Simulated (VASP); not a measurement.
**Zr: single point with PBE**

Crystal: Zr.

```xyz
1
Lattice="2.8667 0.0000 0.0000 0.0000 2.8667 0.0000 0.0000 0.0000 2.8667" Properties=species:S:1:pos:R:3 pbc="T T T"
Zr    0.0000    0.0000    0.0000
```

This cell differs from its parent crystal: volume scaled by 0.95.

```json
{
 "Program": "VASP 6.6.1",
 "Task": "single point",
 "Functional": "PBE",
 "Potentials or basis": "VASP PAW PBE potentials, release 64 (Zr_sv)",
 "Cutoff": "520 eV",
 "k mesh": "14 × 14 × 14",
 "Occupations": "fermi-dirac, width 0.1 eV",
 "Spin": "no spin polarisation",
 "Dipole correction": "no",
 "Further INCAR settings": "ALGO = Normal; EDIFF = 1e-07; NBANDS = 12"
}
```

The pressure is 3.9 GPa and the band gap on the k mesh is zero (band 6 reaches 9.28 eV, above the bottom of band 7 at 6.74 eV).

Levels at points of the mesh, in eV from the Fermi level:
```csv
k point,band 2,band 3,band 4,band 5,band 6,band 7,band 8,band 9,band 10,band 11
"(0.00, 0.00, 0.00)",-25.92,-25.92,-25.92,-5.10,-1.78,-1.78,5.87,5.87,5.87,13.20
"(0.50, 0.00, 0.00)",-27.29,-25.79,-25.79,-2.00,-0.89,0.50,2.63,2.63,6.22,9.73
"(0.50, 0.50, 0.00)",-27.08,-27.08,-25.67,-3.21,-0.26,3.33,3.33,5.25,5.25,7.95
"(0.50, 0.50, 0.50)",-26.89,-26.89,-26.89,-1.64,-1.64,-1.64,6.55,8.18,8.18,11.20
```

Wall time 8.2 s on 1 thread of Intel(R) Xeon(R) 6975P-C (Granite Rapids) (shared host), peak memory 0.15 GiB.
